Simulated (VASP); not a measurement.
# W (Im-3m) in VASP: notebook

W is run at these levels: PBE; tasks: density of states.

Everything below comes from runs of VASP 6.6.1. Logs are shortened: lines on timing, memory, paths and dates and some standing lists are left out, and cuts for length are marked.

**1. The cell of the first run**

It takes space group Im-3m (No. 229, cubic). The conventional cell has a = 3.184 Å, b = 3.184 Å, c = 3.184 Å, α = 90.00°, β = 90.00°, γ = 90.00°. Within 3.6 Å of W (site symmetry m-3m) lie 14 W at 2.76 to 3.18 Å.

**2. Density of states, PBE**

File POSCAR:

```
W
1.0
   -1.5917776925      1.5917776925      1.5917776925
    1.5917776925     -1.5917776925      1.5917776925
    1.5917776925      1.5917776925     -1.5917776925
W
1
Direct
    0.0000000000      0.0000000000      0.0000000000
```

File INCAR.step1:

```
  PREC = Accurate
  ENCUT = 520
  EDIFF = 1E-6
  ISMEAR = 0
  SIGMA = 0.1
  LREAL = F
  LASPH = T
  NELM = 60
  ALGO = Normal
  ISIF = 2
  LWAVE = F
  LCHARG = T
  LMAXMIX = 4
  GGA = PE
  NBANDS = 13
```

File KPOINTS.step1:

```
regular mesh
0
Gamma
  18 18 18
```

File INCAR.step2:

```
  PREC = Accurate
  ENCUT = 520
  EDIFF = 1E-6
  ISMEAR = -5
  SIGMA = 0.1
  LREAL = F
  LASPH = T
  NELM = 60
  ALGO = Normal
  ISIF = 2
  LWAVE = F
  LCHARG = F
  LMAXMIX = 4
  GGA = PE
  LORBIT = 11
  NBANDS = 13
  NEDOS = 1001
  ICHARG = 11
```

File KPOINTS.step2:

```
regular mesh
0
Gamma
  27 27 27
```

Potentials or basis: VASP PAW PBE potentials, release 64 (W_sv).

Started as:

```
> cat potpaw_PBE.64/W_sv/POTCAR > POTCAR
> cp INCAR.step1 INCAR
> cp KPOINTS.step1 KPOINTS
> mpirun -np 1 vasp_std > vasp.out
> cp INCAR.step2 INCAR
> cp KPOINTS.step2 KPOINTS
> mpirun -np 1 vasp_std > vasp.out
```

OUTCAR:

```text
PREC = Accurate
   ENCUT = 520
   EDIFF = 1E-6
   ISMEAR = -5
   LREAL = F
   LASPH = T
   NELM = 60
   ISIF = 2
   GGA = PE
   LORBIT = 11
   ICHARG = 11

 ion  position               nearest neighbor table
   1  0.000  0.000  0.000-

  LATTYP: Found a body centered cubic cell.
 ALAT       =     3.1835553850

  Lattice vectors:

 A1 = (  -1.5917776925,   1.5917776925,   1.5917776925)
 A2 = (   1.5917776925,  -1.5917776925,   1.5917776925)
 A3 = (   1.5917776925,   1.5917776925,  -1.5917776925)

Analysis of symmetry for initial positions (statically):
=====================================================================
 Subroutine PRICEL returns:
 Original cell was already a primitive cell.

 Routine SETGRP: Setting up the symmetry group for a
 body centered cubic supercell.

 Subroutine GETGRP returns: Found 48 space group operations
 (whereof 48 operations were pure point group operations)
 out of a pool of 48 trial point group operations.

The static configuration has the point symmetry O_h .

Analysis of symmetry for dynamics (positions and initial velocities):
=====================================================================
 Subroutine PRICEL returns:
 Original cell was already a primitive cell.

 Routine SETGRP: Setting up the symmetry group for a
 body centered cubic supercell.

 Subroutine GETGRP returns: Found 48 space group operations
 (whereof 48 operations were pure point group operations)
 out of a pool of 48 trial point group operations.

The dynamic configuration has the point symmetry O_h .

 Subroutine INISYM returns: Found 48 space group operations
 (whereof 48 operations are pure point group operations),
 and found     1 'primitive' translations

----------------------------------------------------------------------------------------

                                     Primitive cell

  volume of cell :      16.1327

  direct lattice vectors                    reciprocal lattice vectors
    -1.591777693  1.591777693  1.591777693     0.000000000  0.314114215  0.314114215
     1.591777693 -1.591777693  1.591777693     0.314114215  0.000000000  0.314114215
     1.591777693  1.591777693 -1.591777693     0.314114215  0.314114215  0.000000000

  length of vectors
     2.757039838  2.757039838  2.757039838     0.444224583  0.444224583  0.444224583

  position of ions in fractional coordinates (direct lattice)
     0.000000000  0.000000000  0.000000000

  ion indices of the primitive-cell ions
   primitive index   ion index
                 1           1

----------------------------------------------------------------------------------------

 KPOINTS: regular mesh

Automatic generation of k-mesh.
 Grid dimensions read from file:
 generate k-points for:   27   27   27

 Generating k-lattice:

  Cartesian coordinates                     Fractional coordinates (reciprocal lattice)
     0.000000000  0.011633860  0.011633860     0.037037037  0.000000000  0.000000000
     0.011633860  0.000000000  0.011633860     0.000000000  0.037037037  0.000000000
     0.011633860  0.011633860  0.000000000     0.000000000  0.000000000  0.037037037

  Length of vectors
     0.016452762  0.016452762  0.016452762

  Shift w.r.t. Gamma in fractional coordinates (k-lattice)
     0.000000000  0.000000000  0.000000000

 TETIRR: Found  23679 inequivalent tetrahedra from   118098

 Subroutine IBZKPT returns following result:
 ===========================================

 Found    560 irreducible k-points:

 Following reciprocal coordinates:
            Coordinates               Weight
  0.000000  0.000000  0.000000      1.000000
  0.037037  0.000000  0.000000     12.000000
  0.074074  0.000000  0.000000     12.000000
  0.111111  0.000000  0.000000     12.000000
  0.148148  0.000000  0.000000     12.000000
  0.185185  0.000000  0.000000     12.000000
[... 16 lines left out ...]
  0.333333  0.037037  0.000000     48.000000
  0.370370  0.037037  0.000000     48.000000
 [... further k-points ...]
   k-points           NKPTS =    560   k-points in BZ     NKDIM =    560   number of bands    NBANDS=     13
   number of dos      NEDOS =   1001   number of ions     NIONS =      1
   total plane-waves  NPLWV =  13824
   dimension x,y,z NGX =    24 NGY =   24 NGZ =   24
   dimension x,y,z NGXF=    48 NGYF=   48 NGZF=   48
   ions per type =               1
   NGX,Y,Z   is equivalent  to a cutoff of  14.47, 14.47, 14.47 a.u.
   NGXF,Y,Z  is equivalent  to a cutoff of  28.94, 28.94, 28.94 a.u.
 SYSTEM =  unknown system
   PREC   = accura    normal or accurate (medium, high low for compatibility)
   ISTART =      0    job   : 0-new  1-cont  2-samecut
   ICHARG =     11    charge: 1-file 2-atom 10-const
   ISPIN  =      1    spin polarized calculation?
   LNONCOLLINEAR =      F non collinear calculations
   LSORBIT =      F    spin-orbit coupling
   LASPH  =      T    aspherical Exc in radial PAW
   ENCUT  =  520.0 eV  38.22 Ry    6.18 a.u.   5.13  5.13  5.13*2*pi/ulx,y,z
   NELM   =     60;   NELMIN=  2; NELMDL=  0     # of ELM steps
   EDIFF  = 0.1E-05   stopping-criterion for ELM
   LREAL  =      F    real-space projection
   EDIFFG = 0.1E-04   stopping-criterion for IOM
   NSW    =      0    number of steps for IOM
   IBRION =     -1    ionic relax: 0-MD 1-quasi-New 2-CG
   NFREE  =      0    steps in history (QN), initial steepest desc. (CG)
   ISIF   =      2    stress and relaxation
   ISYM   =      2    0-nonsym 1-usesym 2-fastsym
   POTIM  = 0.5000    time-step for ionic-motion
   TEBEG  =    0.0;   TEEND  =   0.0 temperature during run
   PSTRESS=    0.0 pullay stress
   NELECT =      14.0000    total number of electrons
   NUPDOWN=      -1.0000    fix difference up-down
   EMIN   =  10.00;   EMAX   =-10.00  energy-range for DOS
   EFERMI =   0.00;   METHOD = LEGACY
   ISMEAR =    -5;   SIGMA  =   0.10  broadening in eV -4-tet -1-fermi 0-gaus
   EFERMI_NEDOS =   21; number of points for ismear=-14 and -15
   IALGO  =     38    algorithm
   IMIX   =      4    mixing-type and parameters
     AMIX     =   0.40;   BMIX     =  1.00
     AMIX_MAG =   1.60;   BMIX_MAG =  1.00
  volume/ion in A,a.u.               =      16.13       108.87
  Fermi-wavevector in a.u.,A,eV,Ry     =   1.561523  2.950851 33.175828  2.438355
  Thomas-Fermi vector in A             =   2.664576
   LORBIT       =     11    0 simple, 1 ext, 2 COOP (PROOUT), +10 PAW based schemes
   GGA     = PE    functional components
   LHFCALC =     F    Hartree Fock is set to
   AEXX    =    0.0000 exact exchange contribution
   IVDW    =     0    specifies the selected vdW correction
   LEPSILON=     F    determine dielectric tensor
   LRPA    =     F    only Hartree local field effects (RPA)
 non-spin polarized calculation
 Fermi weights with tetrahedron method with Bloechl corrections
  energy-cutoff  :      520.00
  volume of cell :       16.13
 maximum number of plane-waves:       450
 NGX is ok and might be reduce to    24

 number of electron      14.0000002 magnetization

 Free energy of the ion-electron system (eV)
  ---------------------------------------------------
  ext. energy  EPLUGINS =         0.00000000
  ---------------------------------------------------
  free energy    TOTEN  =       -12.95479967 eV

  energy without entropy =      -12.95479967  energy(sigma->0) =      -12.95479967

 E-fermi :  11.2219     XC(G=0): -13.5408

 val. band max:       11.2870008488   @ k =   0.4444   0.0741   0.0370
 cond. band min:      11.1695849359   @ k =  -0.1481   0.1852   0.1111
 fundamental gap:     -0.1174159129
 Fermi energy:        11.2218586553

 k-point     1 :       0.0000    0.0000    0.0000
  band No.  band energies     occupation
      1     -63.0111      2.00000
      2     -26.5987      2.00000
      3     -26.5987      2.00000
      4     -26.5987      2.00000
      5       1.6510      2.00000
      6       9.9933      2.00000
      7       9.9933      2.00000
      8       9.9933      2.00000
      9      13.4129      0.00000
     10      13.4129      0.00000
     11      25.6672      0.00000
     12      25.6672      0.00000
     13      25.6672      0.00000

 k-point     2 :       0.0370    0.0000    0.0000
  band No.  band energies     occupation
      1     -63.0094      2.00000
      2     -26.6165      2.00000
      3     -26.6043      2.00000
      4     -26.5988      2.00000
      5       1.7165      2.00000
      6       9.9532      2.00000
      7       9.9852      2.00000
      8      10.0561      2.00000
      9      13.3461      0.00000
     10      13.4131      0.00000
     11      25.7241      0.00000
     12      25.7788      0.00000
     13      25.8298      0.00000

 k-point     3 :       0.0741    0.0000    0.0000
  band No.  band energies     occupation
      1     -63.0045      2.00000
      2     -26.6684      2.00000
      3     -26.6206      2.00000
      4     -26.5991      2.00000
      5       1.9101      2.00000
      6       9.8371      2.00000
      7       9.9549      2.00000
      8      10.2436      2.00000
      9      13.1729      0.00000
     10      13.4153      0.00000
     11      25.8833      0.00000
     12      26.1088      0.00000
     13      26.2849      0.00000

 k-point     4 :       0.1111    0.0000    0.0000
  band No.  band energies     occupation
      1     -62.9967      2.00000
      2     -26.7511      2.00000
      3     -26.6466      2.00000
      4     -26.5994      2.00000
      5       2.2222      2.00000
      6       9.6573      2.00000
      7       9.8877      2.00000
      8      10.5530      2.00269
      9      12.9607      0.00000
     10      13.4234      0.00000
     11      26.1058      0.00000
     12      26.6441      0.00000
     13      26.9375      0.00000

 k-point     5 :       0.1481    0.0000    0.0000
  band No.  band energies     occupation
      1     -62.9863      2.00000
      2     -26.8592      2.00000
      3     -26.6810      2.00000
      4     -26.5999      2.00000
      5       2.6358      2.00000
      6       9.4303      2.00000
      7       9.7698      2.00000
      8      10.9798      1.95352
      9      12.7867      0.00000
     10      13.4430      0.00000
     11      26.3140      0.00000
     12      27.3662      0.00000
     13      27.6239      0.00000
[... 257 lines left out ...]
 k-point    22 :       0.2963    0.0370    0.0000
  band No.  band energies     occupation
      1     -62.9240      2.00000
      2     -27.4667      2.00000
      3     -26.8805      2.00000
      4     -26.6099      2.00000
      5       4.7816      2.00000
      6       8.2943      2.00000
      7       9.4876      2.00000
      8      13.0064      0.00000
      9      13.8400      0.00000
     10      14.1764      0.00000
     11      24.7391      0.00000
     12      25.7509      0.00000
     13      31.9865      0.00000

 k-point    23 :       0.3333    0.0370    0.0000
  band No.  band energies     occupation
      1     -62.9116      2.00000
      2     -27.5822      2.00000
      3     -26.9207      2.00000
      4     -26.6106      2.00000
      5       4.9915      2.00000
      6       8.0957      2.00000
      7       9.8650      2.00000
      8      13.1804      0.00000
      9      13.9581      0.00000
     10      15.0228      0.00000
     11      24.0464      0.00000
     12      24.6667      0.00000
     13      30.9895      0.00000

 k-point    24 :       0.3704    0.0370    0.0000
  band No.  band energies     occupation
      1     -62.9011      2.00000
      2     -27.6779      2.00000
      3     -26.9542      2.00000
      4     -26.6112      2.00000
      5       5.0775      2.00000
      6       7.9351      2.00000
      7      10.4007      2.00142
      8      13.3090      0.00000
      9      14.0809      0.00000
     10      15.8440      0.00000
     11      23.3740      0.00000
     12      23.7287      0.00000
     13      29.7389      0.00000

 [... further k-points ...]
[... 5 lines left out ...]
  --------------------------------------------------------------------------------------
  -------------------------------------------------------------------------------------
  Total        0.0096546      0.0096546      0.0096546      0.0000000     -0.0000000      0.0000000
  in kB        0.9588215      0.9588215      0.9588215      0.0000000     -0.0000000      0.0000000
  external PRESSURE =       0.9588215 kB  Pullay stress =       0.0000000 kB

 VOLUME and BASIS-vectors are now :
 -----------------------------------------------------------------------------
  energy-cutoff  :      520.00
  volume of cell :       16.13
      direct lattice vectors                 reciprocal lattice vectors
    -1.591777693  1.591777693  1.591777693     0.000000000  0.314114215  0.314114215
     1.591777693 -1.591777693  1.591777693     0.314114215  0.000000000  0.314114215
     1.591777693  1.591777693 -1.591777693     0.314114215  0.314114215  0.000000000

 POSITION                                       TOTAL-FORCE (eV/Angst)
 -----------------------------------------------------------------------------------
      0.00000      0.00000      0.00000         0.000000      0.000000      0.000000
 -----------------------------------------------------------------------------------
    total drift:                               -0.000000      0.000000     -0.000000

  FREE ENERGIE OF THE ION-ELECTRON SYSTEM (eV)
  ---------------------------------------------------
  free  energy   TOTEN  =       -12.9547996685 eV

  energy  without entropy=      -12.9547996685  energy(sigma->0) =      -12.95479967

 total charge

# of ion       s       p       d       tot
------------------------------------------
    1        2.397   6.335   3.322  12.054
```

Run time: 73 s. Hardware: 1 thread of AMD EPYC 9R45 (Zen 5), shared host; peak memory 0.25 GiB.

Results:

```yaml
Valence_electrons_inside_the_program's_atomic_spheres: W 12.05
```

Levels at points of the mesh, in eV from the Fermi level:
| k point | band 4 | band 5 | band 6 | band 7 | band 8 | band 9 | band 10 | band 11 |
| --- | --- | --- | --- | --- | --- | --- | --- | --- |
| (0.00, 0.00, 0.00) | -37.82 | -9.57 | -1.23 | -1.23 | -1.23 | 2.19 | 2.19 | 14.45 |

Caveat: spin-orbit coupling is left out, which moves the levels of the heavy elements; tetrahedron occupations give inexact forces and stress in metals.

**3. Density of states, PBE**

File POSCAR:

```
W
1.0
   -1.5917776926      1.5917776926      1.5917776926
    1.5917776926     -1.5917776926      1.5917776926
    1.5917776926      1.5917776926     -1.5917776926
W
1
Direct
    0.0000000000      0.0000000000      0.0000000000
```

File INCAR.step1:

```
  PREC = Accurate
  ENCUT = 400
  EDIFF = 1E-6
  ISMEAR = 0
  SIGMA = 0.1
  LREAL = F
  LASPH = T
  NELM = 120
  ALGO = Normal
  ISIF = 2
  LWAVE = F
  LCHARG = T
  LMAXMIX = 4
  GGA = PE
  NBANDS = 13
  GGA_COMPAT = F
  NEDOS = 2001
  LORBIT = 11
```

KPOINTS.step1 is that of step 2.

INCAR.step2, as its differences from that of step 2:

```diff
@@ -1,3 +1,3 @@
   PREC = Accurate
-  ENCUT = 520
+  ENCUT = 400
   EDIFF = 1E-6
@@ -7,3 +7,3 @@
   LASPH = T
-  NELM = 60
+  NELM = 120
   ALGO = Normal
@@ -18 +18,2 @@
   ICHARG = 11
+  GGA_COMPAT = F
```

KPOINTS.step2 is that of step 2.

Potentials or basis: VASP PAW PBE potentials, release 64 (W_sv).

Started as:

```
> cat potpaw_PBE.64/W_sv/POTCAR > POTCAR
> cp INCAR.step1 INCAR
> cp KPOINTS.step1 KPOINTS
> mpirun -np 1 vasp_std > vasp.out
> cp INCAR.step2 INCAR
> cp KPOINTS.step2 KPOINTS
> mpirun -np 1 vasp_std > vasp.out
```

Run time: 36 s. Hardware: 1 thread of AMD EPYC 9R45 (Zen 5), shared host; peak memory 0.2 GiB.

It converged, with:

- Valence electrons inside the program's atomic spheres: W 12.05

Levels at points of the mesh, in eV from the Fermi level:
| k point | band 5 | band 6 | band 7 | band 8 | band 9 | band 10 |
| --- | --- | --- | --- | --- | --- | --- |
| (0.00, 0.00, 0.00) | -9.57 | -1.23 | -1.23 | -1.23 | 2.19 | 2.19 |

Caveat: spin-orbit coupling is left out, which moves the levels of the heavy elements; tetrahedron occupations give inexact forces and stress in metals.
